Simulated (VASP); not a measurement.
# BN (Fmm2) in VASP: a series of runs, part 2 of 2

VASP 6.6.1.

**4. Single point, PBE+D3(BJ) (strain +0.000 along x and y, -0.030 along z)**

INCAR

```
PREC = Accurate
ENCUT = 520
EDIFF = 1E-6
ISMEAR = 0
SIGMA = 0.05
LREAL = F
LASPH = T
NELM = 100
ALGO = Normal
ISIF = 2
LWAVE = F
LCHARG = T
GGA = PE
IVDW = 12
LELF = T
LVHAR = T
NBANDS = 11
```

KPOINTS

```
regular mesh
0
Gamma
  12 12 12
```

POSCAR

```
BN
1.0
    0.0000000000      3.4953158300      2.1011085028
    1.2516321000      0.0000000000      2.1011085028
    1.2516321000      3.4953158300      0.0000000000
B N
1 1
Direct
    0.0000486500      0.0000486500      0.9999513500
    0.6666513400      0.6666513400      0.3333486600
```

Potentials or basis: VASP PAW PBE potentials, release 64 (B, N).

Started as:

```
$ cat potpaw_PBE.64/B/POTCAR potpaw_PBE.64/N/POTCAR > POTCAR
$ mpirun -np 1 vasp_std > vasp.out
```

OUTCAR:

```text
PREC = Accurate
   ENCUT = 520
   EDIFF = 1E-6
   ISMEAR = 0
   LREAL = F
   LASPH = T
   NELM = 100
   ISIF = 2
   GGA = PE
   IVDW = 12
 IVDW          = 12

 ion  position               nearest neighbor table
   1  0.000  0.000  1.000-   2 1.40   2 1.43   2 1.43
   2  0.667  0.667  0.333-   1 1.40   1 1.43   1 1.43

  LATTYP: Found a face centered orthorhombic cell.
 ALAT       =     2.5032642000
 B/A-ratio  =     1.6786949638
 C/A-ratio  =     2.7926064137

  Lattice vectors:

 A1 = (   0.0000000000,   3.4953158300,   2.1011085028)
 A2 = (  -1.2516321000,   3.4953158300,   0.0000000000)
 A3 = (  -1.2516321000,   0.0000000000,   2.1011085028)

Analysis of symmetry for initial positions (statically):
=====================================================================
 Subroutine PRICEL returns:
 Original cell was already a primitive cell.

 Routine SETGRP: Setting up the symmetry group for a
 face centered orthorhombic supercell.

 Subroutine GETGRP returns: Found  4 space group operations
 (whereof  4 operations were pure point group operations)
 out of a pool of  8 trial point group operations.

The static configuration has the point symmetry C_2v.

Analysis of symmetry for dynamics (positions and initial velocities):
=====================================================================
 Subroutine PRICEL returns:
 Original cell was already a primitive cell.

 Routine SETGRP: Setting up the symmetry group for a
 face centered orthorhombic supercell.

 Subroutine GETGRP returns: Found  4 space group operations
 (whereof  4 operations were pure point group operations)
 out of a pool of  8 trial point group operations.

The dynamic configuration has the point symmetry C_2v.

 Subroutine INISYM returns: Found  4 space group operations
 (whereof  4 operations are pure point group operations),
 and found     1 'primitive' translations

----------------------------------------------------------------------------------------

                                     Primitive cell

  volume of cell :      18.3841

  direct lattice vectors                    reciprocal lattice vectors
     0.000000000  3.495315830  2.101108503    -0.399478409  0.143048590  0.237969624
     1.251632100  0.000000000  2.101108503     0.399478409 -0.143048590  0.237969624
     1.251632100  3.495315830  0.000000000     0.399478409  0.143048590 -0.237969624

  length of vectors
     4.078221388  2.445657346  3.712656147     0.486493001  0.486493001  0.486493001

  position of ions in fractional coordinates (direct lattice)
     0.000048650  0.000048650  0.999951350
     0.666651340  0.666651340  0.333348660

  ion indices of the primitive-cell ions
   primitive index   ion index
                 1           1
                 2           2

----------------------------------------------------------------------------------------

 KPOINTS: regular mesh

Automatic generation of k-mesh.
 Grid dimensions read from file:
 generate k-points for:   12   12   12

 Generating k-lattice:

  Cartesian coordinates                     Fractional coordinates (reciprocal lattice)
    -0.033289867  0.011920716  0.019830802     0.083333333  0.000000000  0.000000000
     0.033289867 -0.011920716  0.019830802     0.000000000  0.083333333  0.000000000
     0.033289867  0.011920716 -0.019830802     0.000000000  0.000000000  0.083333333
[... 40 lines left out ...]
   number of dos      NEDOS =    301   number of ions     NIONS =      2
   total plane-waves  NPLWV =  15120
   dimension x,y,z NGX =    30 NGY =   18 NGZ =   28
   dimension x,y,z NGXF=    60 NGYF=   36 NGZF=   56
   ions per type =               1   1
   NGX,Y,Z   is equivalent  to a cutoff of  12.23, 12.24, 12.54 a.u.
   NGXF,Y,Z  is equivalent  to a cutoff of  24.46, 24.47, 25.08 a.u.
 SYSTEM =  unknown system
   PREC   = accura    normal or accurate (medium, high low for compatibility)
   ISTART =      0    job   : 0-new  1-cont  2-samecut
   ICHARG =      2    charge: 1-file 2-atom 10-const
   ISPIN  =      1    spin polarized calculation?
   LNONCOLLINEAR =      F non collinear calculations
   LSORBIT =      F    spin-orbit coupling
   LASPH  =      T    aspherical Exc in radial PAW
   ENCUT  =  520.0 eV  38.22 Ry    6.18 a.u.   7.58  4.55  6.90*2*pi/ulx,y,z
   NELM   =    100;   NELMIN=  2; NELMDL= -5     # of ELM steps
   EDIFF  = 0.1E-05   stopping-criterion for ELM
   LREAL  =      F    real-space projection
   EDIFFG = 0.1E-04   stopping-criterion for IOM
   NSW    =      0    number of steps for IOM
   IBRION =     -1    ionic relax: 0-MD 1-quasi-New 2-CG
   NFREE  =      0    steps in history (QN), initial steepest desc. (CG)
   ISIF   =      2    stress and relaxation
   ISYM   =      2    0-nonsym 1-usesym 2-fastsym
   POTIM  = 0.5000    time-step for ionic-motion
   TEBEG  =    0.0;   TEEND  =   0.0 temperature during run
   PSTRESS=    0.0 pullay stress
   NELECT =       8.0000    total number of electrons
   NUPDOWN=      -1.0000    fix difference up-down
   EMIN   =  10.00;   EMAX   =-10.00  energy-range for DOS
   EFERMI =   0.00;   METHOD = LEGACY
   ISMEAR =     0;   SIGMA  =   0.05  broadening in eV -4-tet -1-fermi 0-gaus
   EFERMI_NEDOS =   21; number of points for ismear=-14 and -15
   IALGO  =     38    algorithm
   IMIX   =      4    mixing-type and parameters
     AMIX     =   0.40;   BMIX     =  1.00
     AMIX_MAG =   1.60;   BMIX_MAG =  1.00
  volume/ion in A,a.u.               =       9.19        62.03
  Fermi-wavevector in a.u.,A,eV,Ry     =   1.240579  2.344354 20.939847  1.539035
  Thomas-Fermi vector in A             =   2.375013
   LORBIT       =      0    0 simple, 1 ext, 2 COOP (PROOUT), +10 PAW based schemes
   GGA     = PE    functional components
   LHFCALC =     F    Hartree Fock is set to
   AEXX    =    0.0000 exact exchange contribution
   IVDW    =    12    specifies the selected vdW correction
   LEPSILON=     F    determine dielectric tensor
   LRPA    =     F    only Hartree local field effects (RPA)
 non-spin polarized calculation
 Gauss-broadening in eV      SIGMA  =   0.05
  energy-cutoff  :      520.00
  volume of cell :       18.38
 maximum number of plane-waves:       509
   NGX = 15   NGY =  9   NGZ = 13

 number of electron       8.0000001 magnetization

 Free energy of the ion-electron system (eV)
  ---------------------------------------------------
  ext. energy  EPLUGINS =         0.00000000
  ---------------------------------------------------
  free energy    TOTEN  =       -17.52124207 eV

  energy without entropy =      -17.52124207  energy(sigma->0) =      -17.52124207

 E-fermi :   2.3902     XC(G=0):  -9.8285

 val. band max:        2.1285444431   @ k =   0.5000  -0.3333   0.1667
 cond. band min:       6.2014443106   @ k =   0.0000   0.5000   0.5000
 fundamental gap:      4.0728998675
 Fermi energy:         2.3901745097

 k-point     1 :       0.0000    0.0000    0.0000
  band No.  band energies     occupation
      1     -15.9714      2.00000
      2      -2.5675      2.00000
      3       0.7523      2.00000
      4       0.8745      2.00000
      5       7.0109      0.00000
      6      13.7875      0.00000
      7      14.3272      0.00000
      8      15.6487      0.00000
      9      17.5382      0.00000
     10      28.6166      0.00000
     11      29.0766      0.00000
[... 309 lines left out ...]
 k-point    24 :      -0.4167    0.1667    0.0000
  band No.  band energies     occupation
      1     -12.4391      2.00000
      2      -6.7208      2.00000
      3      -3.3712      2.00000
      4       1.4153      2.00000
      5       7.0054      0.00000
      6      14.2744      0.00000
      7      16.0654      0.00000
      8      17.4886      0.00000
      9      20.5918      0.00000
     10      23.4862      0.00000
     11      24.8287      0.00000

 [... further k-points ...]

------------------------ aborting loop because EDIFF is reached ----------------------------------------

 Edisp (eV)   -0.27369

 E8    (eV) :    -0.0797

  FORCE on cell =-STRESS in cart. coord.  units (eV):
  Direction    XX          YY          ZZ          XY          YZ          ZX
  --------------------------------------------------------------------------------------
  -------------------------------------------------------------------------------------
  Total       0.83019    -0.15939     3.56806     0.00000     0.00000     0.00000
  in kB      72.35146   -13.89096   310.95745     0.00000     0.00000     0.00000
  external pressure =      123.14 kB  Pullay stress =        0.00 kB

 VOLUME and BASIS-vectors are now :
 -----------------------------------------------------------------------------
  energy-cutoff  :      520.00
  volume of cell :       18.38
      direct lattice vectors                 reciprocal lattice vectors
     0.000000000  3.495315830  2.101108503    -0.399478409  0.143048590  0.237969624
     1.251632100  0.000000000  2.101108503     0.399478409 -0.143048590  0.237969624
     1.251632100  3.495315830  0.000000000     0.399478409  0.143048590 -0.237969624

 POSITION                                       TOTAL-FORCE (eV/Angst)
 -----------------------------------------------------------------------------------
      1.25163      3.49532      0.00020         0.000000      0.000000      0.543985
      1.25163      3.49532      2.80141         0.000000      0.000000     -0.543985
 -----------------------------------------------------------------------------------
    total drift:                               -0.000001     -0.000007     -0.000038

  FREE ENERGIE OF THE ION-ELECTRON SYSTEM (eV)
  ---------------------------------------------------
  free  energy   TOTEN  =       -17.7949323388 eV

  energy  without entropy=      -17.7949323388  energy(sigma->0) =      -17.79493234
```

OSZICAR:

```text
N       E                     dE             d eps       ncg     rms          rms(c)
DAV:   1     0.139890245797E+02    0.13989E+02   -0.46624E+03  6264   0.686E+02
DAV:   2    -0.187320848810E+02   -0.32721E+02   -0.31372E+02  7350   0.164E+02
DAV:   3    -0.195143764281E+02   -0.78229E+00   -0.78123E+00  7505   0.232E+01
DAV:   4    -0.195169553084E+02   -0.25789E-02   -0.25788E-02  6818   0.147E+00
DAV:   5    -0.195169679245E+02   -0.12616E-04   -0.12616E-04  7555   0.891E-02    0.831E+00
DAV:   6    -0.177547479467E+02    0.17622E+01   -0.52968E+00  7053   0.131E+01    0.381E+00
DAV:   7    -0.175638765302E+02    0.19087E+00   -0.30795E-01  7155   0.403E+00    0.230E+00
DAV:   8    -0.175201460977E+02    0.43730E-01   -0.13205E-01  7246   0.223E+00    0.281E-01
DAV:   9    -0.175206989235E+02   -0.55283E-03   -0.30772E-03  6760   0.456E-01    0.151E-01
DAV:  10    -0.175212064846E+02   -0.50756E-03   -0.61212E-04  7008   0.179E-01    0.274E-02
DAV:  11    -0.175212393488E+02   -0.32864E-04   -0.53056E-05  7193   0.513E-02    0.228E-02
DAV:  12    -0.175212416820E+02   -0.23332E-05   -0.10727E-05  6891   0.218E-02    0.165E-03
DAV:  13    -0.175212420692E+02   -0.38718E-06   -0.35081E-07  6619   0.552E-03
   1 F= -.17794932E+02 E0= -.17794932E+02  d E =-.118070E-15
```

Run time: 51 s. Hardware: 1 thread of AMD EPYC 7R13 (Zen 3), shared host; peak memory 0.15 GiB.

What came out:

- Free energy: -17.7949 eV
- Pressure: 12.3 GPa
- Largest force: 0.544 eV/Å
- Band gap on the k mesh: 4.07 eV, indirect (least direct gap 4.66 eV)
- Dispersion energy per atom: -0.137 eV

Forces on the atoms (eV/Å):
```
B    0.000  0.000  0.544
N    0.000  0.000 -0.544
```

Stress tensor (GPa, compression positive):
```
 7.24  0.00  0.00
 0.00 -1.39  0.00
 0.00  0.00 31.10
```

Levels at points of the mesh, in eV from the valence-band top:
```csv
k point,band 2,band 3,band 4,band 5,band 6,band 7
"(0.00, 0.00, 0.00)",-4.70,-1.38,-1.25,4.88,11.66,12.20
"(0.50, 0.00, 0.00)",-9.17,-4.08,-1.11,4.74,10.63,13.56
"(0.50, 0.50, 0.00)",-9.12,-4.54,-0.35,5.92,9.42,12.65
"(0.50, 0.00, 0.50)",-6.30,-1.40,-1.25,9.72,11.56,11.78
"(0.00, 0.50, 0.50)",-8.95,-4.58,-1.24,4.07,9.79,14.71
```

Caveat: the cell differs from its parent crystal (strain +0.000 along x and y, -0.030 along z).

**5. Single point, PBE+D3(BJ) (strain -0.015 along x and y, +0.000 along z)**

INCAR

```
ALGO = Normal ; EDIFF = 1E-7
ENCUT = 520 ; GGA = PE
ISIF = 2 ; ISMEAR = 0
IVDW = 12 ; LASPH = True
LCHARG = False ; LREAL = False
LWAVE = False ; NBANDS = 11
NELM = 80 ; PREC = Accurate
SIGMA = 0.05
```

KPOINTS

```
k-points
0
Gamma
  12 12 12
```

POSCAR

```
BN
1.0
    0.0000000000      3.4428860926      2.1660912400
    1.2328576185      0.0000000000      2.1660912400
    1.2328576185      3.4428860926      0.0000000000
B N
1 1
Direct
    0.0000486500      0.0000486500      0.9999513500
    0.6666513400      0.6666513400      0.3333486600
```

Started as:

```
$ cat potpaw_PBE.64/B/POTCAR potpaw_PBE.64/N/POTCAR > POTCAR
$ mpirun -np 1 vasp_std > vasp.out
```

Run time: 52 s. Hardware: 1 thread of AMD EPYC 7R13 (Zen 3), shared host; peak memory 0.16 GiB.

The run converged. Its results:

* Free energy: -17.8383 eV
* Pressure: 6.5 GPa
* Largest force: 0.201 eV/Å
* Band gap on the k mesh: 3.76 eV, indirect (least direct gap 4.62 eV)
* Dispersion energy per atom: -0.137 eV

Forces on the atoms (eV/Å):
```
B    0.000  0.000 -0.201
N    0.000  0.000  0.201
```

Stress tensor (GPa, compression positive):
```
15.89  0.00  0.00
 0.00 -0.93  0.00
 0.00  0.00  4.44
```

Levels at points of the mesh, in eV from the valence-band top:
| k point | band 1 | band 2 | band 3 | band 4 | band 5 | band 6 | band 7 | band 8 |
| --- | --- | --- | --- | --- | --- | --- | --- | --- |
| (0.00, 0.00, 0.00) | -18.04 | -4.56 | -1.46 | -1.37 | 4.90 | 11.47 | 11.91 | 13.25 |
| (0.50, 0.00, 0.00) | -14.74 | -9.09 | -4.35 | -1.01 | 4.66 | 9.89 | 13.52 | 15.87 |
| (0.50, 0.50, 0.00) | -14.89 | -9.24 | -4.12 | -0.62 | 5.86 | 9.79 | 12.29 | 13.84 |
| (0.50, 0.00, 0.50) | -17.82 | -6.31 | -1.45 | -1.40 | 9.78 | 11.49 | 11.79 | 12.39 |
| (0.00, 0.50, 0.50) | -14.78 | -9.04 | -4.16 | -1.64 | 3.76 | 10.43 | 14.76 | 18.71 |

Caveat: the cell differs from its parent crystal (strain -0.015 along x and y, +0.000 along z).

**6. Overview**

```tsv
cell	gap on the mesh (eV)	pressure (GPa)	largest force (eV/Å)
a = 4.041, b = 2.512, c = 3.601 Å, angles 80.6, 37.8, 61.6°, 2 atoms	3.56	7.2	0.58
a = 4.059, b = 2.540, c = 3.601 Å, angles 80.7, 38.1, 61.1°, 2 atoms	3.46	2.1	0.65
a = 4.078, b = 2.446, c = 3.713 Å, angles 80.1, 36.2, 63.7°, 2 atoms	4.07	12.3	0.54
a = 4.068, b = 2.492, c = 3.657 Å, angles 80.4, 37.2, 62.4°, 2 atoms	3.76	6.5	0.20
```

Alike in all rows: task single point; level PBE+D3(BJ); potentials or basis VASP PAW PBE potentials, release 64 (B, N); no spin polarisation; k mesh 12 × 12 × 12; cutoff (eV) 520; smearing gaussian 0.05 eV.

Absolute energies hang on the potentials; compare differences alone.
